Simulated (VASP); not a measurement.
# C (C2/m) in VASP: further runs, part 2 of 2

VASP 6.6.1.

### 4 Single point, r2SCAN (the distance across one plane changed)

POSCAR

```
C
1.0
   -2.1268362731      1.2279462884      0.0110113261
   -2.1268362731     -1.2279462884      0.0110113261
    0.0668944377      0.0000000000     11.3551754067
C
6
Direct
    0.1665631807      0.1665631807      0.7783128993
    0.4999804108      0.4999804108      0.1556782650
    0.8332717957      0.8332717957      0.4669955821
    0.1666443033      0.1666443033      0.1556701839
    0.4999356882      0.4999356882      0.4669875010
    0.8332270732      0.8332270732      0.7783048182
```

INCAR.step1

```
SYSTEM = C
PREC = Accurate ; ENCUT = 520
ISMEAR = 0 ; SIGMA = 0.05
LREAL = .False. ; LASPH = .True.
NELM = 100 ; NBANDS = 21
GGA = PE ; ALGO = Normal
EDIFF = 1E-4 ; LWAVE = .True.
LCHARG = .False.
```

INCAR.step2

```
SYSTEM = C
PREC = Accurate ; ENCUT = 520
EDIFF = 1E-6 ; ISMEAR = 0
SIGMA = 0.05 ; LREAL = .False.
LASPH = .True. ; NELM = 100
ALGO = Normal ; ISIF = 2
LWAVE = .False. ; LCHARG = .False.
METAGGA = R2SCAN ; LMIXTAU = .True.
NBANDS = 21 ; ISTART = 1
```

KPOINTS

```
regular mesh
0
Gamma
  12 12 3
  0 0 0
```

Potentials or basis: VASP PAW PBE potentials, release 64 (C).

Run with:

```
> cat potpaw_PBE.64/C/POTCAR > POTCAR
> cp INCAR.step1 INCAR
> mpirun -np 1 vasp_std > vasp.out
> cp INCAR.step2 INCAR
> mpirun -np 1 vasp_std > vasp.out
```

OUTCAR:

```text
SYSTEM = C
   PREC = Accurate
   ENCUT = 520
   EDIFF = 1E-6
   ISMEAR = 0
   LREAL = .False.
   LASPH = .True.
   NELM = 100
   ISIF = 2
   METAGGA = R2SCAN
   ISTART = 1

 ion  position               nearest neighbor table
   1  0.167  0.167  0.778-   6 1.42   6 1.42   6 1.42
   2  0.500  0.500  0.156-   4 1.42   4 1.42   4 1.42
   3  0.833  0.833  0.467-   5 1.42   5 1.42   5 1.42
   4  0.167  0.167  0.156-   2 1.42   2 1.42   2 1.42
   5  0.500  0.500  0.467-   3 1.42   3 1.42   3 1.42
   6  0.833  0.833  0.778-   1 1.42   1 1.42   1 1.42

  LATTYP: Found a base centered monoclinic cell.
 ALAT       =     4.2537295550
 B/A-ratio  =     0.5773504274
 C/A-ratio  =     2.6695097323
 COS(beta)  =    -0.0007137482

  Lattice vectors:

 A1 = (  -2.1268362731,   1.2279462884,   0.0110113261)
 A2 = (  -2.1268362731,  -1.2279462884,   0.0110113261)
 A3 = (   0.0668944377,   0.0000000000,  11.3551754067)

Analysis of symmetry for initial positions (statically):
=====================================================================
 Subroutine PRICEL returns:
 Original cell was already a primitive cell.

 Routine SETGRP: Setting up the symmetry group for a
 base centered monoclinic supercell.

 Subroutine GETGRP returns: Found  4 space group operations
 (whereof  2 operations were pure point group operations)
 out of a pool of  4 trial point group operations.

The static configuration has the point symmetry C_1h.
 The point group associated with its full space group is C_2h.

Analysis of symmetry for dynamics (positions and initial velocities):
=====================================================================
 Subroutine PRICEL returns:
 Original cell was already a primitive cell.

 Routine SETGRP: Setting up the symmetry group for a
 base centered monoclinic supercell.

 Subroutine GETGRP returns: Found  4 space group operations
 (whereof  2 operations were pure point group operations)
 out of a pool of  4 trial point group operations.

The dynamic configuration has the point symmetry C_1h.
 The point group associated with its full space group is C_2h.

 Subroutine INISYM returns: Found  4 space group operations
 (whereof  2 operations are pure point group operations),
 and found     1 'primitive' translations

----------------------------------------------------------------------------------------

                                     Primitive cell

  volume of cell :      59.3131

  direct lattice vectors                    reciprocal lattice vectors
    -2.126836273  1.227946288  0.011011326    -0.235083799  0.407183934  0.001384901
    -2.126836273 -1.227946288  0.011011326    -0.235083799 -0.407183934  0.001384901
     0.066894438  0.000000000 11.355175407     0.000455930  0.000000000  0.088062885

  length of vectors
     2.455892072  2.455892072 11.355372446     0.470175570  0.470175570  0.088064065

  position of ions in fractional coordinates (direct lattice)
     0.166563181  0.166563181  0.778312899
     0.499980411  0.499980411  0.155678265
     0.833271796  0.833271796  0.466995582
     0.166644303  0.166644303  0.155670184
     0.499935688  0.499935688  0.466987501
     0.833227073  0.833227073  0.778304818

  ion indices of the primitive-cell ions
[... 35 lines left out ...]
            Coordinates               Weight
  0.000000  0.000000  0.000000      1.000000
  0.083333 -0.000000  0.000000      4.000000
  0.166667  0.000000 -0.000000      4.000000
  0.250000  0.000000  0.000000      4.000000
  0.333333 -0.000000  0.000000      4.000000
  0.416667 -0.000000 -0.000000      4.000000
[... 16 lines left out ...]
  0.500000  0.166667 -0.000000      4.000000
 -0.416667  0.166667 -0.000000      4.000000
 [... further k-points ...]
   k-points           NKPTS =    121   k-points in BZ     NKDIM =    121   number of bands    NBANDS=     21
   number of dos      NEDOS =    301   number of ions     NIONS =      6
   total plane-waves  NPLWV =  27216
   dimension x,y,z NGX =    18 NGY =   18 NGZ =   84
   dimension x,y,z NGXF=    36 NGYF=   36 NGZF=  168
   ions per type =               6
   NGX,Y,Z   is equivalent  to a cutoff of  12.18, 12.18, 12.30 a.u.
   NGXF,Y,Z  is equivalent  to a cutoff of  24.37, 24.37, 24.60 a.u.
 SYSTEM =  C
   PREC   = accura    normal or accurate (medium, high low for compatibility)
   ISTART =      1    job   : 0-new  1-cont  2-samecut
   ICHARG =      0    charge: 1-file 2-atom 10-const
   ISPIN  =      1    spin polarized calculation?
   LNONCOLLINEAR =      F non collinear calculations
   LSORBIT =      F    spin-orbit coupling
   LASPH  =      T    aspherical Exc in radial PAW
   ENCUT  =  520.0 eV  38.22 Ry    6.18 a.u.   4.57  4.57 21.11*2*pi/ulx,y,z
   NELM   =    100;   NELMIN=  2; NELMDL=  0     # of ELM steps
   EDIFF  = 0.1E-05   stopping-criterion for ELM
   LREAL  =      F    real-space projection
   EDIFFG = 0.1E-04   stopping-criterion for IOM
   NSW    =      0    number of steps for IOM
   IBRION =     -1    ionic relax: 0-MD 1-quasi-New 2-CG
   NFREE  =      0    steps in history (QN), initial steepest desc. (CG)
   ISIF   =      2    stress and relaxation
   ISYM   =      2    0-nonsym 1-usesym 2-fastsym
   POTIM  = 0.5000    time-step for ionic-motion
   TEBEG  =    0.0;   TEEND  =   0.0 temperature during run
   PSTRESS=    0.0 pullay stress
   NELECT =      24.0000    total number of electrons
   NUPDOWN=      -1.0000    fix difference up-down
   EMIN   =  10.00;   EMAX   =-10.00  energy-range for DOS
   EFERMI =   0.00;   METHOD = LEGACY
   ISMEAR =     0;   SIGMA  =   0.05  broadening in eV -4-tet -1-fermi 0-gaus
   EFERMI_NEDOS =   21; number of points for ismear=-14 and -15
   IALGO  =     38    algorithm
   IMIX   =      4    mixing-type and parameters
     AMIX     =   0.40;   BMIX     =  1.00
     AMIX_MAG =   1.60;   BMIX_MAG =  1.00
  volume/ion in A,a.u.               =       9.89        66.71
  Fermi-wavevector in a.u.,A,eV,Ry     =   1.210863  2.288200 19.948721  1.466190
  Thomas-Fermi vector in A             =   2.346397
   LORBIT       =      0    0 simple, 1 ext, 2 COOP (PROOUT), +10 PAW based schemes
   METAGGA = R2SCAN    functional components
   LHFCALC =     F    Hartree Fock is set to
   AEXX    =    0.0000 exact exchange contribution
   IVDW    =     0    specifies the selected vdW correction
   LEPSILON=     F    determine dielectric tensor
   LRPA    =     F    only Hartree local field effects (RPA)
 non-spin polarized calculation
 Gauss-broadening in eV      SIGMA  =   0.05
  energy-cutoff  :      520.00
  volume of cell :       59.31
 maximum number of plane-waves:      1625
   NGX =  9   NGY =  9   NGZ = 43

 number of electron      23.9999994 magnetization

 Free energy of the ion-electron system (eV)
  ---------------------------------------------------
  ext. energy  EPLUGINS =         0.00000000
  ---------------------------------------------------
  free energy    TOTEN  =       -59.60002368 eV

  energy without entropy =      -59.59989147  energy(sigma->0) =      -59.59995758

 E-fermi :   3.6845     XC(G=0): -10.2486

 val. band max:        3.6222828303   @ k =  -0.3333   0.3333   0.0000
 cond. band min:       3.7465759530   @ k =  -0.3333   0.3333   0.0000
 fundamental gap:      0.1242931228
 Fermi energy:         3.6845458922

 k-point     1 :       0.0000    0.0000    0.0000
  band No.  band energies     occupation
      1     -17.2395      2.00000
      2     -17.1616      2.00000
      3     -17.1011      2.00000
      4      -4.9221      2.00000
      5      -4.5760      2.00000
      6      -3.8173      2.00000
[... 565 lines left out ...]
     20      15.4309      0.00000
     21      15.7519      0.00000

 [... further k-points ...]

------------------------ aborting loop because EDIFF is reached ----------------------------------------

  FORCE on cell =-STRESS in cart. coord.  units (eV):
  Direction    XX          YY          ZZ          XY          YZ          ZX
  --------------------------------------------------------------------------------------
  -------------------------------------------------------------------------------------
  Total        0.3938690      0.3940050     -0.2164104      0.0000000      0.0000000     -0.0037666
  in kB       10.6392713     10.6429454     -5.8457214      0.0000000      0.0000000     -0.1017441
  external PRESSURE =       5.1454984 kB  Pullay stress =       0.0000000 kB

 VOLUME and BASIS-vectors are now :
 -----------------------------------------------------------------------------
  energy-cutoff  :      520.00
  volume of cell :       59.31
      direct lattice vectors                 reciprocal lattice vectors
    -2.126836273  1.227946288  0.011011326    -0.235083799  0.407183934  0.001384901
    -2.126836273 -1.227946288  0.011011326    -0.235083799 -0.407183934  0.001384901
     0.066894438  0.000000000 11.355175407     0.000455930  0.000000000  0.088062885

 POSITION                                       TOTAL-FORCE (eV/Angst)
 -----------------------------------------------------------------------------------
     -0.65644      0.00000      8.84155         0.000692      0.000000      0.016363
     -2.11634      0.00000      1.77876         0.000640      0.000000     -0.003650
     -3.51323      0.00000      5.32117         0.000690      0.000000      0.011851
     -0.69844      0.00000      1.77133        -0.000692      0.000000     -0.016363
     -2.09532      0.00000      5.31373        -0.000690      0.000000     -0.011851
     -3.49221      0.00000      8.85614        -0.000640      0.000000      0.003650
 -----------------------------------------------------------------------------------
    total drift:                               -0.000001      0.000000      0.000002

  FREE ENERGIE OF THE ION-ELECTRON SYSTEM (eV)
  ---------------------------------------------------
  free  energy   TOTEN  =       -59.6000236830 eV

  energy  without entropy=      -59.5998914675  energy(sigma->0) =      -59.59995758
```

It took 4.5 min on 1 thread of AMD EPYC 9R45 (Zen 5), shared host; peak memory 0.2 GiB.

Results:

| Item | Value |
| --- | --- |
| Free energy | -59.6000 eV |
| Pressure | 0.5 GPa |
| Largest force | 0.016 eV/Å |

Forces on the atoms (eV/Å):
```
C    0.001  0.000  0.016
C    0.001  0.000 -0.004
C    0.001  0.000  0.012
C   -0.001  0.000 -0.016
C   -0.001  0.000 -0.012
C   -0.001  0.000  0.004
```

Caveat: the cell differs from its parent crystal (the distance across one plane changed); the PAW data sets were made with another functional, which shifts forces and pressure a little.

### 5 Overview

```tsv
cell	pressure (GPa)	largest force (eV/Å)
a = 2.456, b = 2.456, c = 10.305 Å, angles 90.0, 90.0, 60.0°, 6 atoms	0.9	0.07
a = 2.456, b = 2.456, c = 11.105 Å, angles 90.0, 90.0, 60.0°, 6 atoms	0.5	0.02
a = 2.456, b = 2.456, c = 11.355 Å, angles 90.0, 90.0, 60.0°, 6 atoms	0.5	0.02
```

Alike in all rows: task single point; level r2SCAN; potentials or basis VASP PAW PBE potentials, release 64 (C); no spin polarisation; k mesh 12 × 12 × 3; cutoff (eV) 520; smearing gaussian 0.05 eV.

Caveats: the PAW data sets were made with another functional, which shifts forces and pressure a little.

Total energies depend on the potentials used, so only differences within one code and one set of settings carry meaning.
